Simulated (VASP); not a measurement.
# Ta2AlF3 (P4/mmm) in VASP: further runs

The runs below take Ta2AlF3 through single point, with PBE.

All numbers are computed with VASP 6.6.1; they aren't measurements. Logs are shortened: lines on timing, memory, paths and dates and some standing lists are left out, and cuts for length are marked.

## 1. The cell of the first run

It takes space group P4/mmm (No. 123, tetragonal). The conventional cell has a = 3.545 Å, b = 3.545 Å, c = 12.277 Å, α = 90.00°, β = 90.00°, γ = 90.00°. Within 3.3 Å of Ta (site symmetry 4/mmm) lie 4 Al at 2.51 Å. Ta (site symmetry 4/mmm) has 6 F at 1.87 to 2.51 Å within 2.6 Å. Within 3.3 Å of Al (site symmetry 4/mmm) lie 4 Ta at 2.51 Å. F (site symmetry 4mm) has 1 Ta at 1.87 Å within 2.5 Å. F (site symmetry 4/mmm) has 4 Ta at 2.51 Å and 8 F at 3.13 Å within 3.3 Å.

The cell was built from a structure type or drawn by symmetry, and may not be a known phase.

## 2. Single point, PBE

File INCAR:

```
PREC = Accurate
ENCUT = 520
EDIFF = 1E-6
ISMEAR = 0
SIGMA = 0.1
LREAL = F
LASPH = T
NELM = 60
ALGO = Normal
ISIF = 2
LWAVE = F
LCHARG = T
GGA = PE
LELF = T
LVHAR = T
NBANDS = 32
```

File KPOINTS:

```
Automatic mesh
0
Gamma
  10 10 4
```

File POSCAR:

```
Ta2AlF3
1.0
    3.5445969440      0.0000000000      0.0000000000
    0.0000000000      3.5445969440      0.0000000000
    0.0000000000      0.0000000000     12.2770787158
Ta Al F
2 1 3
Direct
    0.5000000000      0.5000000000      0.0000000000
    0.0000000000      0.0000000000      0.5000000000
    0.0000000000      0.0000000000      0.0000000000
    0.0000000000      0.0000000000      0.6521494176
    0.0000000000      0.0000000000      0.3478505824
    0.5000000000      0.5000000000      0.5000000000
```

Potentials or basis: VASP PAW PBE potentials, release 64 (Ta_pv, Al, F).

Run with:

```sh
> cat potpaw_PBE.64/Ta_pv/POTCAR potpaw_PBE.64/Al/POTCAR potpaw_PBE.64/F/POTCAR > POTCAR
> mpirun -np 1 vasp_std > vasp.out
```

OUTCAR:

```text
PREC = Accurate
   ENCUT = 520
   EDIFF = 1E-6
   ISMEAR = 0
   LREAL = F
   LASPH = T
   NELM = 60
   ISIF = 2
   GGA = PE

 ion  position               nearest neighbor table
   1  0.500  0.500  0.000-   3 2.51   3 2.51   3 2.51   3 2.51
   2  0.000  0.000  0.500-   4 1.87   5 1.87   6 2.51   6 2.51   6 2.51   6 2.51
   3  0.000  0.000  0.000-   1 2.51   1 2.51   1 2.51   1 2.51
   4  0.000  0.000  0.652-   2 1.87
   5  0.000  0.000  0.348-   2 1.87
   6  0.500  0.500  0.500-   2 2.51   2 2.51   2 2.51   2 2.51

  LATTYP: Found a simple tetragonal cell.
 ALAT       =     3.5445969440
 C/A-ratio  =     3.4636035944

  Lattice vectors:

 A1 = (   3.5445969440,   0.0000000000,   0.0000000000)
 A2 = (   0.0000000000,   3.5445969440,   0.0000000000)
 A3 = (   0.0000000000,   0.0000000000,  12.2770787158)

Analysis of symmetry for initial positions (statically):
=====================================================================
 Subroutine PRICEL returns:
 Original cell was already a primitive cell.

 Routine SETGRP: Setting up the symmetry group for a
 simple tetragonal supercell.

 Subroutine GETGRP returns: Found 16 space group operations
 (whereof 16 operations were pure point group operations)
 out of a pool of 16 trial point group operations.

The static configuration has the point symmetry D_4h.

Analysis of symmetry for dynamics (positions and initial velocities):
=====================================================================
 Subroutine PRICEL returns:
 Original cell was already a primitive cell.

 Routine SETGRP: Setting up the symmetry group for a
 simple tetragonal supercell.

 Subroutine GETGRP returns: Found 16 space group operations
 (whereof 16 operations were pure point group operations)
 out of a pool of 16 trial point group operations.

The dynamic configuration has the point symmetry D_4h.

 Subroutine INISYM returns: Found 16 space group operations
 (whereof 16 operations are pure point group operations),
 and found     1 'primitive' translations

----------------------------------------------------------------------------------------

                                     Primitive cell

  volume of cell :     154.2513

  direct lattice vectors                    reciprocal lattice vectors
     3.544596944  0.000000000  0.000000000     0.282119523  0.000000000  0.000000000
     0.000000000  3.544596944  0.000000000     0.000000000  0.282119523  0.000000000
     0.000000000  0.000000000 12.277078716     0.000000000  0.000000000  0.081452601
[... 97 lines left out ...]
   NFREE  =      0    steps in history (QN), initial steepest desc. (CG)
   ISIF   =      2    stress and relaxation
   ISYM   =      2    0-nonsym 1-usesym 2-fastsym
   POTIM  = 0.5000    time-step for ionic-motion
   TEBEG  =    0.0;   TEEND  =   0.0 temperature during run
   PSTRESS=    0.0 pullay stress
   NELECT =      46.0000    total number of electrons
   NUPDOWN=      -1.0000    fix difference up-down
   EMIN   =  10.00;   EMAX   =-10.00  energy-range for DOS
   EFERMI =   0.00;   METHOD = LEGACY
   ISMEAR =     0;   SIGMA  =   0.10  broadening in eV -4-tet -1-fermi 0-gaus
   EFERMI_NEDOS =   21; number of points for ismear=-14 and -15
   IALGO  =     38    algorithm
   IMIX   =      4    mixing-type and parameters
     AMIX     =   0.40;   BMIX     =  1.00
     AMIX_MAG =   1.60;   BMIX_MAG =  1.00
  volume/ion in A,a.u.               =      25.71       173.49
  Fermi-wavevector in a.u.,A,eV,Ry     =   1.093749  2.066887 16.276485  1.196288
  Thomas-Fermi vector in A             =   2.230041
   LORBIT       =      0    0 simple, 1 ext, 2 COOP (PROOUT), +10 PAW based schemes
   GGA     = PE    functional components
   LHFCALC =     F    Hartree Fock is set to
   AEXX    =    0.0000 exact exchange contribution
   IVDW    =     0    specifies the selected vdW correction
   LEPSILON=     F    determine dielectric tensor
   LRPA    =     F    only Hartree local field effects (RPA)
 non-spin polarized calculation
 Gauss-broadening in eV      SIGMA  =   0.10
  energy-cutoff  :      520.00
  volume of cell :      154.25
 maximum number of plane-waves:      4194
 NGX is ok and might be reduce to    28
   NGX = 13   NGY = 13   NGZ = 45

 number of electron      46.0000037 magnetization

 Free energy of the ion-electron system (eV)
  ---------------------------------------------------
  ext. energy  EPLUGINS =         0.00000000
  ---------------------------------------------------
  free energy    TOTEN  =       -37.15754851 eV

  energy without entropy =      -37.13116246  energy(sigma->0) =      -37.14435548

 E-fermi :   0.6945     XC(G=0):  -7.5974

 val. band max:        0.6860146961   @ k =   0.3000   0.2000   0.5000
 cond. band min:       0.7038127697   @ k =   0.5000   0.5000   0.0000
 fundamental gap:      0.0177980735
 Fermi energy:         0.6944744800

 k-point     1 :       0.0000    0.0000    0.0000
  band No.  band energies     occupation
      1     -36.9200      2.00000
      2     -36.0393      2.00000
      3     -36.0392      2.00000
      4     -34.3987      2.00000
      5     -33.5295      2.00000
      6     -33.5295      2.00000
[... 829 lines left out ...]
     31       4.1134      0.00000
     32       5.4054      0.00000

 [... further k-points ...]

------------------------ aborting loop because EDIFF is reached ----------------------------------------

  FORCE on cell =-STRESS in cart. coord.  units (eV):
  Direction    XX          YY          ZZ          XY          YZ          ZX
  --------------------------------------------------------------------------------------
  -------------------------------------------------------------------------------------
  Total       -0.1205129     -0.1205129      0.6647653      0.0000000     -0.0000000     -0.0000000
  in kB       -1.2517434     -1.2517434      6.9047851      0.0000000     -0.0000000     -0.0000000
  external PRESSURE =       1.4670995 kB  Pullay stress =       0.0000000 kB

 VOLUME and BASIS-vectors are now :
 -----------------------------------------------------------------------------
  energy-cutoff  :      520.00
  volume of cell :      154.25
      direct lattice vectors                 reciprocal lattice vectors
     3.544596944  0.000000000  0.000000000     0.282119523  0.000000000  0.000000000
     0.000000000  3.544596944  0.000000000     0.000000000  0.282119523  0.000000000
     0.000000000  0.000000000 12.277078716     0.000000000  0.000000000  0.081452601

 POSITION                                       TOTAL-FORCE (eV/Angst)
 -----------------------------------------------------------------------------------
      1.77230      1.77230      0.00000         0.000000     -0.000000     -0.000000
      0.00000      0.00000      6.13854         0.000000     -0.000000     -0.000000
      0.00000      0.00000      0.00000         0.000000     -0.000000     -0.000000
      0.00000      0.00000      8.00649         0.000000      0.000000      0.208481
      0.00000      0.00000      4.27059         0.000000      0.000000     -0.208481
      1.77230      1.77230      6.13854         0.000000     -0.000000     -0.000000
 -----------------------------------------------------------------------------------
    total drift:                                0.000000      0.000000      0.000000

  FREE ENERGIE OF THE ION-ELECTRON SYSTEM (eV)
  ---------------------------------------------------
  free  energy   TOTEN  =       -37.1575485081 eV

  energy  without entropy=      -37.1311624560  energy(sigma->0) =      -37.14435548
```

stdout:

```text
POSCAR found type information on POSCAR TaAlF
 POSCAR found :  3 types and       6 ions
 scaLAPACK will be used
 LDA part: xc-table for (Slater+PW92), standard interpolation
 POSCAR, INCAR and KPOINTS ok, starting setup
 FFT: planning ... GRIDC
 FFT: planning ... GRID_SOFT
 FFT: planning ... GRID
 WAVECAR not read
 entering main loop
```

It took 2.9 min on 1 thread of Intel Xeon 6975P-C (Granite Rapids), shared host; peak memory 0.43 GiB.

Results:

* Free energy: -37.1575 eV
* Pressure: 0.1 GPa
* Largest force: 0.208 eV/Å
* Band gap on the k mesh: zero (bands 23 and 24 overlap by 0.80 eV)

Forces in eV/Å, atoms in the order of the input:
```
Ta   0.000  0.000  0.000
Ta   0.000  0.000  0.000
Al   0.000  0.000  0.000
F    0.000  0.000  0.208
F    0.000  0.000 -0.208
F    0.000  0.000  0.000
```

Stress tensor (GPa, compression positive):
```
-0.13  0.00  0.00
 0.00 -0.13  0.00
 0.00  0.00  0.69
```

Levels at points of the mesh, in eV from the Fermi level:
```tsv
k point	band 21	band 22	band 23	band 24	band 25	band 26
(0.00, 0.00, 0.00)	-2.14	-1.51	-0.50	-0.10	0.54	1.16
(0.50, 0.00, 0.00)	-1.45	-0.78	-0.36	0.54	0.96	1.54
(0.50, 0.50, 0.00)	-0.37	0.01	0.19	0.19	0.67	0.67
(0.00, 0.00, 0.50)	-2.15	-1.51	-0.51	-0.09	0.54	1.16
(0.50, 0.00, 0.50)	-1.46	-0.78	-0.36	0.53	0.97	1.54
(0.50, 0.50, 0.50)	-0.37	0.01	0.19	0.19	0.67	0.67
```

Caveat: spin-orbit coupling is left out, which moves the levels of the heavy elements.

## 3. Single point, PBE

File INCAR:

```
SYSTEM = Ta2AlF3
  PREC = Accurate
  ENCUT = 520
  EDIFF = 1E-6
  ISMEAR = 0
  SIGMA = 0.1
  LREAL = .False.
  LASPH = .True.
  NELM = 100
  ALGO = Normal
  ISIF = 2
  LWAVE = .False.
  LCHARG = .False.
  GGA = PE
  NBANDS = 32
```

File KPOINTS:

```
Automatic mesh
0
Gamma
  10 10 4
  0 0 0
```

POSCAR is that of step 2.

Potentials or basis: VASP PAW PBE potentials, release 64 (Ta_pv, Al, F).

Run with:

```sh
> cat potpaw_PBE.64/Ta_pv/POTCAR potpaw_PBE.64/Al/POTCAR potpaw_PBE.64/F/POTCAR > POTCAR
> mpirun -np 1 vasp_std > vasp.out
```

OUTCAR:

```text
SYSTEM = Ta2AlF3
   PREC = Accurate
   ENCUT = 520
   EDIFF = 1E-6
   ISMEAR = 0
   LREAL = .False.
   LASPH = .True.
   NELM = 100
   ISIF = 2
   GGA = PE

 ion  position               nearest neighbor table
   1  0.500  0.500  0.000-   3 2.51   3 2.51   3 2.51   3 2.51
   2  0.000  0.000  0.500-   4 1.87   5 1.87   6 2.51   6 2.51   6 2.51   6 2.51
   3  0.000  0.000  0.000-   1 2.51   1 2.51   1 2.51   1 2.51
   4  0.000  0.000  0.652-   2 1.87
   5  0.000  0.000  0.348-   2 1.87
   6  0.500  0.500  0.500-   2 2.51   2 2.51   2 2.51   2 2.51

[... 1047 lines left out ...]
  -------------------------------------------------------------------------------------
  Total       -0.1205129     -0.1205129      0.6647653      0.0000000     -0.0000000     -0.0000000
  in kB       -1.2517434     -1.2517434      6.9047851      0.0000000     -0.0000000     -0.0000000
  external PRESSURE =       1.4670995 kB  Pullay stress =       0.0000000 kB

 VOLUME and BASIS-vectors are now :
 -----------------------------------------------------------------------------
  energy-cutoff  :      520.00
  volume of cell :      154.25
      direct lattice vectors                 reciprocal lattice vectors
     3.544596944  0.000000000  0.000000000     0.282119523  0.000000000  0.000000000
     0.000000000  3.544596944  0.000000000     0.000000000  0.282119523  0.000000000
     0.000000000  0.000000000 12.277078716     0.000000000  0.000000000  0.081452601

 POSITION                                       TOTAL-FORCE (eV/Angst)
 -----------------------------------------------------------------------------------
      1.77230      1.77230      0.00000         0.000000     -0.000000     -0.000000
      0.00000      0.00000      6.13854         0.000000     -0.000000     -0.000000
      0.00000      0.00000      0.00000         0.000000     -0.000000     -0.000000
      0.00000      0.00000      8.00649         0.000000      0.000000      0.208481
      0.00000      0.00000      4.27059         0.000000      0.000000     -0.208481
      1.77230      1.77230      6.13854         0.000000     -0.000000     -0.000000
 -----------------------------------------------------------------------------------
    total drift:                                0.000000      0.000000      0.000000

  FREE ENERGIE OF THE ION-ELECTRON SYSTEM (eV)
  ---------------------------------------------------
  free  energy   TOTEN  =       -37.1575485081 eV

  energy  without entropy=      -37.1311624560  energy(sigma->0) =      -37.14435548
```

OSZICAR:

```text
N       E                     dE             d eps       ncg     rms          rms(c)
DAV:   1     0.375868281785E+03    0.37587E+03   -0.23881E+04  4328   0.128E+03
DAV:   2    -0.196954672436E+02   -0.39556E+03   -0.38071E+03  5008   0.346E+02
DAV:   3    -0.449392076129E+02   -0.25244E+02   -0.24894E+02  4992   0.878E+01
DAV:   4    -0.453549050153E+02   -0.41570E+00   -0.41382E+00  4896   0.121E+01
DAV:   5    -0.453638226321E+02   -0.89176E-02   -0.89129E-02  5312   0.163E+00    0.241E+01
DAV:   6    -0.469450475387E+02   -0.15812E+01   -0.33277E+01  4800   0.290E+01    0.191E+01
DAV:   7    -0.402051205713E+02    0.67399E+01   -0.23461E+01  4808   0.170E+01    0.118E+01
DAV:   8    -0.378962092134E+02    0.23089E+01   -0.40700E+00  4432   0.618E+00    0.645E+00
DAV:   9    -0.371982754818E+02    0.69793E+00   -0.90695E-01  4768   0.552E+00    0.196E+00
DAV:  10    -0.371761473022E+02    0.22128E-01   -0.84237E-02  4960   0.152E+00    0.119E+00
DAV:  11    -0.371671641740E+02    0.89831E-02   -0.48755E-02  5112   0.105E+00    0.756E-01
DAV:  12    -0.371579997622E+02    0.91644E-02   -0.14184E-02  4648   0.731E-01    0.274E-01
DAV:  13    -0.371577674348E+02    0.23233E-03   -0.13625E-03  4744   0.218E-01    0.155E-01
DAV:  14    -0.371575577029E+02    0.20973E-03   -0.51118E-04  4496   0.133E-01    0.361E-02
DAV:  15    -0.371575424127E+02    0.15290E-04   -0.52432E-05  5224   0.437E-02    0.153E-02
DAV:  16    -0.371575491447E+02   -0.67320E-05   -0.10927E-05  4456   0.175E-02    0.115E-02
DAV:  17    -0.371575485081E+02    0.63659E-06   -0.40599E-06  3952   0.113E-02
   1 F= -.37157549E+02 E0= -.37144355E+02  d E =-.263861E-01
```

stdout:

```text
POSCAR found type information on POSCAR TaAlF
 POSCAR found :  3 types and       6 ions
 scaLAPACK will be used
 LDA part: xc-table for (Slater+PW92), standard interpolation
 POSCAR, INCAR and KPOINTS ok, starting setup
 FFT: planning ... GRIDC
 FFT: planning ... GRID_SOFT
 FFT: planning ... GRID
 WAVECAR not read
 entering main loop
```

Run time: 2.8 min. Hardware: 1 thread of Intel Xeon 6975P-C (Granite Rapids), shared host; peak memory 0.42 GiB.

What came out:

```yaml
Free_energy: -37.1575 eV
Pressure: 0.1 GPa
Largest_force: 0.208 eV/Å
Band_gap_on_the_k_mesh: zero (bands 23 and 24 overlap by 0.80 eV)
```

Forces on the atoms (eV/Å):
```
Ta   0.000  0.000  0.000
Ta   0.000  0.000  0.000
Al   0.000  0.000  0.000
F    0.000  0.000  0.208
F    0.000  0.000 -0.208
F    0.000  0.000  0.000
```

Stress tensor (GPa, compression positive):
```
-0.13  0.00  0.00
 0.00 -0.13  0.00
 0.00  0.00  0.69
```

Levels at points of the mesh, in eV from the Fermi level:
| k point | band 20 | band 21 | band 22 | band 23 | band 24 | band 25 | band 26 | band 27 |
| --- | --- | --- | --- | --- | --- | --- | --- | --- |
| (0.00, 0.00, 0.00) | -2.33 | -2.14 | -1.51 | -0.50 | -0.10 | 0.54 | 1.16 | 1.32 |
| (0.50, 0.00, 0.00) | -3.30 | -1.45 | -0.78 | -0.36 | 0.54 | 0.96 | 1.54 | 1.69 |
| (0.50, 0.50, 0.00) | -0.37 | -0.37 | 0.01 | 0.19 | 0.19 | 0.67 | 0.67 | 0.93 |
| (0.00, 0.00, 0.50) | -2.33 | -2.15 | -1.51 | -0.51 | -0.09 | 0.54 | 1.16 | 1.33 |
| (0.50, 0.00, 0.50) | -3.29 | -1.46 | -0.78 | -0.36 | 0.53 | 0.97 | 1.54 | 1.69 |
| (0.50, 0.50, 0.50) | -0.37 | -0.37 | 0.01 | 0.19 | 0.19 | 0.67 | 0.67 | 0.93 |

Caveat: spin-orbit coupling is left out, which moves the levels of the heavy elements.
